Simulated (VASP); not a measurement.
# GaS (P6_3/mmc) in VASP: notebook

GaS is run at these levels: PBE, LDA, PBEsol; tasks: electric field gradients.

Everything below comes from runs of VASP 6.6.1. Logs are shortened: lines on timing, memory, paths and dates and some standing lists are left out, and cuts for length are marked.

**What was measured.**

“Vapor-liquid-solid growth of highly-mismatched semiconductor nanowires with high-fidelity van der Waals layer stacking”, 2022, arxiv:2211.03366 quotes, for a bulk crystal of GaS at 300 K: band gap 2.53 eV (indirect).

The runs below are set against these values where they give the same quantity.

### 1 The cell of the first run

It takes space group P6_3/mmc (No. 194, hexagonal). The conventional cell has a = 3.585 Å, b = 3.585 Å, c = 15.500 Å, α = 90.00°, β = 90.00°, γ = 120.00°. Within 3.1 Å of Ga (site symmetry 3m) lie 3 S at 2.34 Å and 1 Ga at 2.48 Å. S (site symmetry 3m) has 3 Ga at 2.34 Å within 3.1 Å.

### 2 Electric field gradients, PBE

The input, INCAR:

```
SYSTEM = GaS
PREC = Accurate
ENCUT = 400
EDIFF = 1E-8
ISMEAR = -1
SIGMA = 0.02
LREAL = .FALSE.
LASPH = .TRUE.
NELM = 120
ALGO = Normal
ISIF = 2
LWAVE = .FALSE.
LCHARG = .FALSE.
GGA = PE
LEFG = .TRUE.
NBANDS = 48
GGA_COMPAT = .FALSE.
```

The input, KPOINTS:

```
Automatic mesh
0
G
  14 14 3
  0 0 0
```

The input, POSCAR:

```
GaS
1.0
    3.5850000000      0.0000000000      0.0000000000
   -1.7925000000      3.1047010726      0.0000000000
    0.0000000000      0.0000000000     15.5000000000
Ga S
4 4
Direct
    0.3333333333      0.6666666667      0.1700000000
    0.6666666667      0.3333333333      0.6700000000
    0.3333333333      0.6666666667      0.3300000000
    0.6666666667      0.3333333333      0.8300000000
    0.3333333333      0.6666666667      0.6000000000
    0.6666666667      0.3333333333      0.1000000000
    0.3333333333      0.6666666667      0.9000000000
    0.6666666667      0.3333333333      0.4000000000
```

Potentials or basis: VASP PAW PBE potentials, release 64 (Ga_d, S).

Command:

```console
> cat potpaw_PBE.64/Ga_d/POTCAR potpaw_PBE.64/S/POTCAR > POTCAR
> mpirun -np 1 vasp_std > vasp.out
```

OUTCAR:

```text
SYSTEM = GaS
   PREC = Accurate
   ENCUT = 400
   EDIFF = 1E-8
   ISMEAR = -1
   LREAL = .FALSE.
   LASPH = .TRUE.
   NELM = 120
   ISIF = 2
   GGA = PE

 ion  position               nearest neighbor table
   1  0.333  0.667  0.170-   6 2.34   6 2.34   6 2.34   3 2.48
   2  0.667  0.333  0.670-   5 2.34   5 2.34   5 2.34   4 2.48
   3  0.333  0.667  0.330-   8 2.34   8 2.34   8 2.34   1 2.48
   4  0.667  0.333  0.830-   7 2.34   7 2.34   7 2.34   2 2.48
   5  0.333  0.667  0.600-   2 2.34   2 2.34   2 2.34
   6  0.667  0.333  0.100-   1 2.34   1 2.34   1 2.34
   7  0.333  0.667  0.900-   4 2.34   4 2.34   4 2.34
   8  0.667  0.333  0.400-   3 2.34   3 2.34   3 2.34

  LATTYP: Found a hexagonal cell.
 ALAT       =     3.5850000000
 C/A-ratio  =     4.3235704324

  Lattice vectors:

 A1 = (   3.5850000000,   0.0000000000,   0.0000000000)
 A2 = (  -1.7925000000,   3.1047010726,   0.0000000000)
 A3 = (   0.0000000000,   0.0000000000,  15.5000000000)

Analysis of symmetry for initial positions (statically):
=====================================================================
 Subroutine PRICEL returns:
 Original cell was already a primitive cell.

 Routine SETGRP: Setting up the symmetry group for a
 hexagonal supercell.

 Subroutine GETGRP returns: Found 24 space group operations
 (whereof 12 operations were pure point group operations)
 out of a pool of 24 trial point group operations.

The static configuration has the point symmetry D_3d.
 The point group associated with its full space group is D_6h.

Analysis of symmetry for dynamics (positions and initial velocities):
=====================================================================
 Subroutine PRICEL returns:
 Original cell was already a primitive cell.

 Routine SETGRP: Setting up the symmetry group for a
 hexagonal supercell.

 Subroutine GETGRP returns: Found 24 space group operations
 (whereof 12 operations were pure point group operations)
 out of a pool of 24 trial point group operations.

The dynamic configuration has the point symmetry D_3d.
 The point group associated with its full space group is D_6h.

 Subroutine INISYM returns: Found 24 space group operations
[... 169 lines left out ...]
      4     -10.8743      2.00000
      5     -10.8741      2.00000
      6     -10.8741      2.00000
[... 1213 lines left out ...]
     47      10.2880      0.00000
     48      10.4601      0.00000

 [... further k-points ...]
[... 5 lines left out ...]
  --------------------------------------------------------------------------------------
  -------------------------------------------------------------------------------------
  Total        2.4137305      2.4137305      1.4370176      0.0000000      0.0000000      0.0000000
  in kB       22.4160306     22.4160306     13.3454129      0.0000000      0.0000000      0.0000000
  external PRESSURE =      19.3924913 kB  Pullay stress =       0.0000000 kB

 VOLUME and BASIS-vectors are now :
 -----------------------------------------------------------------------------
  energy-cutoff  :      400.00
  volume of cell :      172.52
      direct lattice vectors                 reciprocal lattice vectors
     3.585000000  0.000000000  0.000000000     0.278940028  0.161046100  0.000000000
    -1.792500000  3.104701073  0.000000000     0.000000000  0.322092200  0.000000000
     0.000000000  0.000000000 15.500000000     0.000000000  0.000000000  0.064516129

 POSITION                                       TOTAL-FORCE (eV/Angst)
 -----------------------------------------------------------------------------------
     -0.00000      2.06980      2.63500         0.000000     -0.000000      0.247529
      1.79250      1.03490     10.38500         0.000000     -0.000000      0.247529
     -0.00000      2.06980      5.11500         0.000000     -0.000000     -0.247529
      1.79250      1.03490     12.86500         0.000000      0.000000     -0.247529
     -0.00000      2.06980      9.30000        -0.000000      0.000000     -0.042075
      1.79250      1.03490      1.55000         0.000000     -0.000000     -0.042075
     -0.00000      2.06980     13.95000        -0.000000      0.000000      0.042075
      1.79250      1.03490      6.20000         0.000000     -0.000000      0.042075
 -----------------------------------------------------------------------------------
    total drift:                               -0.000000      0.000000      0.000000

  FREE ENERGIE OF THE ION-ELECTRON SYSTEM (eV)
  ---------------------------------------------------
  free  energy   TOTEN  =       -33.2060971179 eV

  energy  without entropy=      -33.2060971179  energy(sigma->0) =      -33.20609712

 Electric field gradients (V/A^2)
---------------------------------------------------------------------
 ion       V_xx      V_yy      V_zz      V_xy      V_xz      V_yz
---------------------------------------------------------------------
   1      34.541    34.545   -69.086     0.004    -0.000     0.000
   2      34.541    34.545   -69.086     0.004     0.000    -0.000
   3      34.541    34.545   -69.086     0.004     0.000    -0.000
   4      34.541    34.545   -69.086     0.004    -0.000     0.000
   5      27.078    27.078   -54.156     0.000     0.000    -0.000
   6      27.078    27.078   -54.156     0.000    -0.000     0.000
   7      27.078    27.078   -54.156     0.000    -0.000     0.000
   8      27.078    27.078   -54.156     0.000     0.000    -0.000
---------------------------------------------------------------------

 Electric field gradients after diagonalization (V/A^2)
 (convention: |V_zz| > |V_xx| > |V_yy|)
----------------------------------------------------------------------
 ion       V_xx      V_yy      V_zz     asymmetry (V_yy - V_xx)/ V_zz
----------------------------------------------------------------------
   1      34.547    34.538   -69.086       0.000
   2      34.547    34.538   -69.086       0.000
   3      34.547    34.538   -69.086       0.000
   4      34.547    34.538   -69.086       0.000
   5      27.078    27.078   -54.156       0.000
   6      27.078    27.078   -54.156       0.000
   7      27.078    27.078   -54.156       0.000
   8      27.078    27.078   -54.156       0.000
----------------------------------------------------------------------

           NMR quadrupolar parameters

 Cq : quadrupolar parameter    Cq=e*Q*V_zz/h
 eta: asymmetry parameters     (V_yy - V_xx)/ V_zz
 Q  : nuclear electric quadrupole moment in mb (millibarn)
----------------------------------------------------------------------
 ion       Cq(MHz)       eta       Q (mb)
----------------------------------------------------------------------
   1      -0.167       0.000       1.000
   2      -0.167       0.000       1.000
   3      -0.167       0.000       1.000
   4      -0.167       0.000       1.000
   5      -0.131       0.000       1.000
   6      -0.131       0.000       1.000
   7      -0.131       0.000       1.000
   8      -0.131       0.000       1.000
----------------------------------------------------------------------
```

Wall time 7.6 min (1 thread of Intel Xeon 8259CL, shared host); peak memory 0.36 GiB.

What came out:

* Free energy: -33.2061 eV
* Pressure: 1.9 GPa
* Largest force: 0.248 eV/Å
* Band gap on the k mesh: 1.59 eV, indirect (least direct gap 1.66 eV)

Forces in eV/Å, atoms in the order of the input:
```
Ga   0.000  0.000  0.248
Ga   0.000  0.000  0.248
Ga   0.000  0.000 -0.248
Ga   0.000  0.000 -0.248
S    0.000  0.000 -0.042
S    0.000  0.000 -0.042
S    0.000  0.000  0.042
S    0.000  0.000  0.042
```

Electric field gradients, principal values (V/Å²):
```
atom   least  middle  greatest (by size)
1 Ga  34.538  34.547             -69.086
2 Ga  34.538  34.547             -69.086
3 Ga  34.538  34.547             -69.086
4 Ga  34.538  34.547             -69.086
 5 S  27.078  27.078             -54.156
 6 S  27.078  27.078             -54.156
 7 S  27.078  27.078             -54.156
 8 S  27.078  27.078             -54.156
```

Caveat: without QUAD_EFG the Cq values of the log hold for a quadrupole moment of 1 mb, not for the nuclei; this functional lacks dispersion, which binds the layers, so the pressure and a relaxed spacing across them are unreliable.

### 3 Electric field gradients, LDA

The input, INCAR:

```
SYSTEM = GaS
  PREC = Accurate
  ENCUT = 400
  EDIFF = 1E-8
  ISMEAR = -1
  SIGMA = 0.02
  LREAL = .False.
  LASPH = .True.
  NELM = 120
  ALGO = Normal
  ISIF = 2
  LWAVE = .False.
  LCHARG = .False.
  LEFG = .True.
  NBANDS = 48
  GGA_COMPAT = .False.
```

The input, KPOINTS:

```
Automatic mesh
0
Gamma
  14 14 3
  0 0 0
```

The input, POSCAR:

```
GaS
1.0
    3.5850000000      0.0000000000      0.0000000000
   -1.7925000000      3.1047010726      0.0000000000
    0.0000000000      0.0000000000     15.5000000000
Ga S
4 4
Direct
    0.3333333333      0.6666666667      0.1710183689
    0.6666666667      0.3333333333      0.6710183689
    0.3333333333      0.6666666667      0.3289816311
    0.6666666667      0.3333333333      0.8289816311
    0.3333333333      0.6666666667      0.6008025009
    0.6666666667      0.3333333333      0.1008025009
    0.3333333333      0.6666666667      0.8991974991
    0.6666666667      0.3333333333      0.3991974991
```

Potentials or basis: VASP PAW LDA potentials, release 64 (Ga_d, S).

Command:

```console
> cat potpaw_LDA.64/Ga_d/POTCAR potpaw_LDA.64/S/POTCAR > POTCAR
> mpirun -np 1 vasp_std > vasp.out
```

OUTCAR:

```text
SYSTEM = GaS
   PREC = Accurate
   ENCUT = 400
   EDIFF = 1E-8
   ISMEAR = -1
   LREAL = .False.
   LASPH = .True.
   NELM = 120
   ISIF = 2

 ion  position               nearest neighbor table
   1  0.333  0.667  0.171-   6 2.34   6 2.34   6 2.34   3 2.45
   2  0.667  0.333  0.671-   5 2.34   5 2.34   5 2.34   4 2.45
   3  0.333  0.667  0.329-   8 2.34   8 2.34   8 2.34   1 2.45
   4  0.667  0.333  0.829-   7 2.34   7 2.34   7 2.34   2 2.45
   5  0.333  0.667  0.601-   2 2.34   2 2.34   2 2.34
   6  0.667  0.333  0.101-   1 2.34   1 2.34   1 2.34
   7  0.333  0.667  0.899-   4 2.34   4 2.34   4 2.34
   8  0.667  0.333  0.399-   3 2.34   3 2.34   3 2.34

  LATTYP: Found a hexagonal cell.
 ALAT       =     3.5850000000
 C/A-ratio  =     4.3235704324

  Lattice vectors:

 A1 = (   3.5850000000,   0.0000000000,   0.0000000000)
 A2 = (  -1.7925000000,   3.1047010726,   0.0000000000)
 A3 = (   0.0000000000,   0.0000000000,  15.5000000000)

Analysis of symmetry for initial positions (statically):
=====================================================================
 Subroutine PRICEL returns:
 Original cell was already a primitive cell.

 Routine SETGRP: Setting up the symmetry group for a
 hexagonal supercell.

 Subroutine GETGRP returns: Found 24 space group operations
 (whereof 12 operations were pure point group operations)
 out of a pool of 24 trial point group operations.

The static configuration has the point symmetry D_3d.
 The point group associated with its full space group is D_6h.

Analysis of symmetry for dynamics (positions and initial velocities):
=====================================================================
 Subroutine PRICEL returns:
 Original cell was already a primitive cell.

 Routine SETGRP: Setting up the symmetry group for a
[... 1415 lines left out ...]
     3.585000000  0.000000000  0.000000000     0.278940028  0.161046100  0.000000000
    -1.792500000  3.104701073  0.000000000     0.000000000  0.322092200  0.000000000
     0.000000000  0.000000000 15.500000000     0.000000000  0.000000000  0.064516129

 POSITION                                       TOTAL-FORCE (eV/Angst)
 -----------------------------------------------------------------------------------
     -0.00000      2.06980      2.65078         0.000000     -0.000000     -0.038594
      1.79250      1.03490     10.40078        -0.000000     -0.000000     -0.038594
     -0.00000      2.06980      5.09922        -0.000000      0.000000      0.038594
      1.79250      1.03490     12.84922        -0.000000      0.000000      0.038594
     -0.00000      2.06980      9.31244         0.000000     -0.000000      0.261180
      1.79250      1.03490      1.56244        -0.000000     -0.000000      0.261180
     -0.00000      2.06980     13.93756         0.000000      0.000000     -0.261180
      1.79250      1.03490      6.18756         0.000000     -0.000000     -0.261180
 -----------------------------------------------------------------------------------
    total drift:                                0.000000     -0.000000      0.000000

  FREE ENERGIE OF THE ION-ELECTRON SYSTEM (eV)
  ---------------------------------------------------
  free  energy   TOTEN  =       -38.3081861515 eV

  energy  without entropy=      -38.3081861515  energy(sigma->0) =      -38.30818615

 Electric field gradients (V/A^2)
---------------------------------------------------------------------
 ion       V_xx      V_yy      V_zz      V_xy      V_xz      V_yz
---------------------------------------------------------------------
   1      36.573    36.577   -73.149     0.004     0.000    -0.000
   2      36.573    36.577   -73.149     0.004    -0.000     0.000
   3      36.573    36.577   -73.149     0.004    -0.000     0.000
   4      36.573    36.577   -73.149     0.004     0.000    -0.000
   5      27.308    27.308   -54.616     0.000     0.000    -0.000
   6      27.308    27.308   -54.616     0.000    -0.000     0.000
   7      27.308    27.308   -54.616     0.000    -0.000     0.000
   8      27.308    27.308   -54.616     0.000     0.000    -0.000
---------------------------------------------------------------------

 Electric field gradients after diagonalization (V/A^2)
 (convention: |V_zz| > |V_xx| > |V_yy|)
----------------------------------------------------------------------
 ion       V_xx      V_yy      V_zz     asymmetry (V_yy - V_xx)/ V_zz
----------------------------------------------------------------------
   1      36.579    36.571   -73.149       0.000
   2      36.579    36.571   -73.149       0.000
   3      36.579    36.571   -73.149       0.000
   4      36.579    36.571   -73.149       0.000
   5      27.308    27.308   -54.616       0.000
   6      27.308    27.308   -54.616       0.000
   7      27.308    27.308   -54.616       0.000
   8      27.308    27.308   -54.616       0.000
----------------------------------------------------------------------

           NMR quadrupolar parameters

 Cq : quadrupolar parameter    Cq=e*Q*V_zz/h
 eta: asymmetry parameters     (V_yy - V_xx)/ V_zz
 Q  : nuclear electric quadrupole moment in mb (millibarn)
----------------------------------------------------------------------
 ion       Cq(MHz)       eta       Q (mb)
----------------------------------------------------------------------
   1      -0.177       0.000       1.000
   2      -0.177       0.000       1.000
   3      -0.177       0.000       1.000
   4      -0.177       0.000       1.000
   5      -0.132       0.000       1.000
   6      -0.132       0.000       1.000
   7      -0.132       0.000       1.000
   8      -0.132       0.000       1.000
----------------------------------------------------------------------
```

stdout:

```text
POSCAR found type information on POSCAR GaS
 POSCAR found :  2 types and       8 ions
 scaLAPACK will be used
 LDA part: xc-table for (Slater(with rela. corr.)+CA(PZ))
 , standard interpolation
 POSCAR, INCAR and KPOINTS ok, starting setup
 FFT: planning ... GRIDC
 FFT: planning ... GRID_SOFT
 FFT: planning ... GRID
 WAVECAR not read
 entering main loop
ion   1

ion   2

ion   3

ion   4

ion   5

ion   6

ion   7

ion   8
```

It took 11 min on 1 thread of Intel Xeon 8259CL, shared host; peak memory 0.32 GiB.

What came out:

```
Free energy            : -38.3082 eV
Pressure               : -2.9 GPa
Largest force          : 0.261 eV/Å
Band gap on the k mesh : 1.45 eV, indirect (least direct gap 1.49 eV)
```

Forces on the atoms (eV/Å):
```
Ga   0.000  0.000 -0.039
Ga   0.000  0.000 -0.039
Ga   0.000  0.000  0.039
Ga   0.000  0.000  0.039
S    0.000  0.000  0.261
S    0.000  0.000  0.261
S    0.000  0.000 -0.261
S    0.000  0.000 -0.261
```

Electric field gradients, principal values (V/Å²):
| atom | least | middle | greatest (by size) |
| --- | --- | --- | --- |
| 1 Ga | 36.571 | 36.579 | -73.149 |
| 2 Ga | 36.571 | 36.579 | -73.149 |
| 3 Ga | 36.571 | 36.579 | -73.149 |
| 4 Ga | 36.571 | 36.579 | -73.149 |
| 5 S | 27.308 | 27.308 | -54.616 |
| 6 S | 27.308 | 27.308 | -54.616 |
| 7 S | 27.308 | 27.308 | -54.616 |
| 8 S | 27.308 | 27.308 | -54.616 |

Caveat: without QUAD_EFG the Cq values of the log hold for a quadrupole moment of 1 mb, not for the nuclei.

(Part 1 of 2 ends here.)
